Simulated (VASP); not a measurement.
# Re (Im-3m) in VASP: further runs, part 2 of 2

VASP 6.6.1.

## Step 3: Single point, RPBE (15.86 Å³/atom)

This run uses another cell than the first one, of 15.86 Å³/atom.

INCAR

```
SYSTEM = Re
PREC     = Accurate       ! precision mode
ENCUT    = 600            ! plane-wave cutoff, eV
EDIFF    = 1E-6           ! SCF threshold, eV
ISMEAR   = -1             ! smearing method
SIGMA    = 0.1            ! smearing width, eV
LREAL    = .FALSE.        ! projectors in reciprocal space
LASPH    = .TRUE.         ! aspherical terms in the spheres
NELM     = 120            ! most SCF steps
ALGO     = Normal         ! electronic algorithm
ISIF     = 2              ! what is computed and relaxed
LWAVE    = .FALSE.        ! write WAVECAR
LCHARG   = .TRUE.         ! write CHGCAR
GGA      = RP             ! functional
LELF     = .TRUE.         ! ELF
LVHAR    = .TRUE.       
NBANDS   = 10             ! bands
GGA_COMPAT= .FALSE.
```

KPOINTS

```
regular mesh
0
G
  16 16 16
  0 0 0
```

POSCAR

```
Re
1.0
   -1.5828877209      1.5828877209      1.5828877209
    1.5828877209     -1.5828877209      1.5828877209
    1.5828877209      1.5828877209     -1.5828877209
Re
1
Direct
    0.0000000000      0.0000000000      0.0000000000
```

Potentials or basis: VASP PAW PBE potentials, release 64 (Re).

Launch:

```sh
$ cat potpaw_PBE.64/Re/POTCAR > POTCAR
$ mpirun -np 1 vasp_std > vasp.out
```

OUTCAR:

```text
SYSTEM = Re
   PREC = Accurate
   ENCUT = 600
   EDIFF = 1E-6
   ISMEAR = -1
   LREAL = .FALSE.
   LASPH = .TRUE.
   NELM = 120
   ISIF = 2
   GGA = RP

 ion  position               nearest neighbor table
   1  0.000  0.000  0.000-

  LATTYP: Found a body centered cubic cell.
 ALAT       =     3.1657754418

  Lattice vectors:

 A1 = (  -1.5828877209,   1.5828877209,   1.5828877209)
 A2 = (   1.5828877209,  -1.5828877209,   1.5828877209)
 A3 = (   1.5828877209,   1.5828877209,  -1.5828877209)

Analysis of symmetry for initial positions (statically):
=====================================================================
 Subroutine PRICEL returns:
 Original cell was already a primitive cell.

 Routine SETGRP: Setting up the symmetry group for a
 body centered cubic supercell.

 Subroutine GETGRP returns: Found 48 space group operations
 (whereof 48 operations were pure point group operations)
 out of a pool of 48 trial point group operations.

The static configuration has the point symmetry O_h .

[... 162 lines left out ...]
 fundamental gap:      0.0087800965
 Fermi energy:         7.9007589914

 k-point     1 :       0.0000    0.0000    0.0000
  band No.  band energies     occupation
      1      -2.2652      2.00000
      2       5.4570      2.00000
      3       5.4571      2.00000
      4       5.4571      2.00000
      5       8.6360      0.00128
      6       8.6360      0.00128
      7      23.2993      0.00000
      8      23.2993      0.00000
      9      23.2993      0.00000
     10      34.4049      0.00000
[... 287 lines left out ...]
 k-point    24 :       0.2500    0.1875    0.0000
  band No.  band energies     occupation
      1       1.8479      2.00000
      2       3.8761      2.00000
      3       4.6290      2.00000
      4       8.0402      0.39745
      5       9.3063      0.00000
      6      11.4590      0.00000
      7      19.3041      0.00000
      8      22.2324      0.00000
      9      24.3488      0.00000
     10      28.2017      0.00000

 [... further k-points ...]

------------------------ aborting loop because EDIFF is reached ----------------------------------------

  FORCE on cell =-STRESS in cart. coord.  units (eV):
  Direction    XX          YY          ZZ          XY          YZ          ZX
  --------------------------------------------------------------------------------------
  -------------------------------------------------------------------------------------
  Total       -1.2585736     -1.2585736     -1.2585736     -0.0000000      0.0000000     -0.0000000
  in kB     -127.1097503   -127.1097503   -127.1097503     -0.0000000      0.0000000     -0.0000000
  external PRESSURE =    -127.1097503 kB  Pullay stress =       0.0000000 kB

 VOLUME and BASIS-vectors are now :
 -----------------------------------------------------------------------------
  energy-cutoff  :      600.00
  volume of cell :       15.86
      direct lattice vectors                 reciprocal lattice vectors
    -1.582887721  1.582887721  1.582887721     0.000000000  0.315878374  0.315878374
     1.582887721 -1.582887721  1.582887721     0.315878374  0.000000000  0.315878374
     1.582887721  1.582887721 -1.582887721     0.315878374  0.315878374  0.000000000

 POSITION                                       TOTAL-FORCE (eV/Angst)
 -----------------------------------------------------------------------------------
      0.00000      0.00000      0.00000        -0.000000      0.000000     -0.000000
 -----------------------------------------------------------------------------------
    total drift:                                0.000000      0.000000      0.000000

  FREE ENERGIE OF THE ION-ELECTRON SYSTEM (eV)
  ---------------------------------------------------
  free  energy   TOTEN  =       -11.5064216349 eV

  energy  without entropy=      -11.4693812366  energy(sigma->0) =      -11.48790144
```

OSZICAR:

```text
N       E                     dE             d eps       ncg     rms          rms(c)
DAV:   1     0.850641855447E+01    0.85064E+01   -0.36209E+03  4440   0.849E+02
DAV:   2    -0.115766804046E+02   -0.20083E+02   -0.18400E+02  4356   0.166E+02
DAV:   3    -0.122102976066E+02   -0.63362E+00   -0.60131E+00  4576   0.571E+01
DAV:   4    -0.122146009921E+02   -0.43034E-02   -0.42989E-02  4722   0.252E+00
DAV:   5    -0.122146137630E+02   -0.12771E-04   -0.12768E-04  4264   0.541E-02    0.240E+01
DAV:   6    -0.116832674323E+02    0.53135E+00   -0.51225E-01  4594   0.185E+01    0.921E+00
DAV:   7    -0.115118201979E+02    0.17145E+00   -0.37685E-01  4608   0.154E+01    0.108E+00
DAV:   8    -0.115066165788E+02    0.52036E-02   -0.35715E-03  4378   0.462E-01    0.128E-01
DAV:   9    -0.115064153179E+02    0.20126E-03   -0.44754E-04  4594   0.282E-01    0.232E-02
DAV:  10    -0.115064216180E+02   -0.63001E-05   -0.17244E-05  4352   0.326E-02    0.236E-03
DAV:  11    -0.115064216349E+02   -0.16874E-07   -0.15616E-07  2150   0.965E-03
   1 F= -.11506422E+02 E0= -.11487901E+02  d E =-.370404E-01
```

It took 12 s on 1 thread of Intel Xeon Platinum 8488C (Sapphire Rapids), shared host; peak memory 0.16 GiB.

What came out:

```yaml
Free_energy: -11.5064 eV
Pressure: -12.7 GPa
Band_gap_on_the_k_mesh: zero (an odd number of electrons rules out a gap without spin polarisation)
```

Caveat: the cell stands under tension; the PAW data sets were made with another functional, which shifts forces and pressure a little; spin-orbit coupling is left out, which moves the levels of the heavy elements.

## Step 4: Single point, RPBE (17.08 Å³/atom)

This run uses another cell than the first one, of 17.08 Å³/atom.

INCAR

```
SYSTEM = Re
PREC = Accurate
ENCUT = 600
EDIFF = 1E-6
ISMEAR = -1
SIGMA = 0.1
LREAL = .False.
LASPH = .True.
NELM = 120
ALGO = Normal
ISIF = 2
LWAVE = .False.
LCHARG = .True.
GGA = RP
LELF = .True.
LVHAR = .True.
NBANDS = 10
GGA_COMPAT = .False.
```

KPOINTS

```
Automatic mesh
0
Gamma
  16 16 16
  0 0 0
```

POSCAR

```
Re
1.0
   -1.6224762113      1.6224762113      1.6224762113
    1.6224762113     -1.6224762113      1.6224762113
    1.6224762113      1.6224762113     -1.6224762113
Re
1
Direct
    0.0000000000      0.0000000000      0.0000000000
```

Potentials or basis: VASP PAW PBE potentials, release 64 (Re).

Launch:

```sh
$ cat potpaw_PBE.64/Re/POTCAR > POTCAR
$ mpirun -np 1 vasp_std > vasp.out
```

OUTCAR:

```text
SYSTEM = Re
   PREC = Accurate
   ENCUT = 600
   EDIFF = 1E-6
   ISMEAR = -1
   LREAL = .False.
   LASPH = .True.
   NELM = 120
   ISIF = 2
   GGA = RP

 ion  position               nearest neighbor table
   1  0.000  0.000  0.000-

  LATTYP: Found a body centered cubic cell.
 ALAT       =     3.2449524226

  Lattice vectors:

 A1 = (  -1.6224762113,   1.6224762113,   1.6224762113)
 A2 = (   1.6224762113,  -1.6224762113,   1.6224762113)
[... 490 lines left out ...]
     10      26.6505      0.00000

 [... further k-points ...]

------------------------ aborting loop because EDIFF is reached ----------------------------------------

  FORCE on cell =-STRESS in cart. coord.  units (eV):
  Direction    XX          YY          ZZ          XY          YZ          ZX
  --------------------------------------------------------------------------------------
  -------------------------------------------------------------------------------------
  Total       -3.2387063     -3.2387063     -3.2387063      0.0000000     -0.0000000      0.0000000
  in kB     -303.7296183   -303.7296183   -303.7296183      0.0000000     -0.0000000      0.0000000
  external PRESSURE =    -303.7296183 kB  Pullay stress =       0.0000000 kB

 VOLUME and BASIS-vectors are now :
 -----------------------------------------------------------------------------
  energy-cutoff  :      600.00
  volume of cell :       17.08
      direct lattice vectors                 reciprocal lattice vectors
    -1.622476211  1.622476211  1.622476211     0.000000000  0.308170928  0.308170928
     1.622476211 -1.622476211  1.622476211     0.308170928  0.000000000  0.308170928
     1.622476211  1.622476211 -1.622476211     0.308170928  0.308170928  0.000000000

 POSITION                                       TOTAL-FORCE (eV/Angst)
 -----------------------------------------------------------------------------------
      0.00000      0.00000      0.00000        -0.000000      0.000000      0.000000
 -----------------------------------------------------------------------------------
    total drift:                                0.000000      0.000000     -0.000000

  FREE ENERGIE OF THE ION-ELECTRON SYSTEM (eV)
  ---------------------------------------------------
  free  energy   TOTEN  =       -11.3374482250 eV

  energy  without entropy=      -11.2964172007  energy(sigma->0) =      -11.31693271
```

stdout:

```text
POSCAR found type information on POSCAR Re
 POSCAR found :  1 types and       1 ions
 scaLAPACK will be used
 -----------------------------------------------------------------------------
|                                                                             |
|                                                                             |
|     You enforced a specific xc type in the INCAR file but a different       |
|     I HOPE YOU KNOW WHAT YOU ARE DOING!                                     |
|                                                                             |
 -----------------------------------------------------------------------------

 LDA part: xc-table for (Slater+PW92), standard interpolation
 POSCAR, INCAR and KPOINTS ok, starting setup
 FFT: planning ... GRIDC
 FFT: planning ... GRID_SOFT
 FFT: planning ... GRID
 WAVECAR not read
 entering main loop
```

Wall time 12 s (1 thread of Intel Xeon Platinum 8488C (Sapphire Rapids), shared host); peak memory 0.17 GiB.

What came out:

```
Free energy            : -11.3374 eV
Pressure               : -30.4 GPa
Band gap on the k mesh : zero (an odd number of electrons rules out a gap without spin polarisation)
```

Levels at points of the mesh, in eV from the Fermi level:
| k point | band 1 | band 2 | band 3 | band 4 | band 5 | band 6 |
| --- | --- | --- | --- | --- | --- | --- |
| (0.00, 0.00, 0.00) | -9.59 | -2.22 | -2.22 | -2.22 | 0.67 | 0.67 |
| (0.50, 0.00, 0.00) | -6.30 | -4.05 | -0.12 | 0.51 | 1.22 | 3.53 |
| (0.50, 0.50, 0.50) | -5.76 | -5.76 | 2.81 | 2.81 | 2.81 | 7.12 |

Caveat: the cell stands under tension; the PAW data sets were made with another functional, which shifts forces and pressure a little; spin-orbit coupling is left out, which moves the levels of the heavy elements.

## Step 5: Summary

| cell | gap on the mesh (eV) | pressure (GPa) |
| --- | --- | --- |
| a = 2.706 Å, angles 109.5°, 1 atom | none | -0.3 |
| a = 2.742 Å, angles 109.5°, 1 atom | none | -12.7 |
| a = 2.810 Å, angles 109.5°, 1 atom | none | -30.4 |

Alike in all rows: task single point; level RPBE; potentials or basis VASP PAW PBE potentials, release 64 (Re); no spin polarisation; k mesh 16 × 16 × 16; cutoff (eV) 600; smearing fermi-dirac 0.1 eV.

Caveats: the PAW data sets were made with another functional, which shifts forces and pressure a little; spin-orbit coupling is left out, which moves the levels of the heavy elements; the cell stands under tension (at least some runs).

Absolute energies hang on the potentials; compare differences alone.

The gap in the log of VASP goes by the Fermi energy; the results here count the filled bands.